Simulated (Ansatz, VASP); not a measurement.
# One calculation of HfN, two programs

```
Hf N
1.0
     0.00000    2.24770    2.25900
     2.27029    0.00000    2.25900
     2.27029    2.24770    0.00000
Hf N
1 1
Direct
  0.00000 0.00000 0.00000
  0.50000 0.50000 0.50000
```

Change from the starting cell: strain +0.0050 x Voigt [1, -1, 0, 0, 0, 0], atoms carried along.

Alike in both runs: task single point; functional PBEsol; k mesh 18 × 18 × 18; occupations gaussian, width 0.15 eV; no spin polarisation.

```csv
,VASP,Ansatz
version,VASP 6.6.1,Ansatz 0.2.0
potentials or method,"VASP PAW PBE potentials, release 64 (Hf_pv, N), cutoff 520 eV","scalar-relativistic, plane waves, PAW"
valence electrons in the cell,15,31
```

VASP gave:

* gap on the k mesh at the Fermi level (eV): none
* pressure (GPa): -5.1
* traceless stress, the component that is largest in VASP (GPa): 2.38

Q: Estimate Ansatz's values.

A: gap on the k mesh at the Fermi level (eV): none; pressure (GPa): -3.0; traceless stress, the component that is largest in VASP (GPa): 2.40.

VASP's potentials were made for PBE, not for PBEsol. A gap of «none» marks a metal or a gap that the smearing closes. The functional is the same, so the differences come from potentials, cutoffs and numerics. VASP's potentials hold 15 valence electrons a cell and Ansatz's 31, so a difference there can come from the potentials and not from the codes.

Spin-orbit coupling is off throughout.
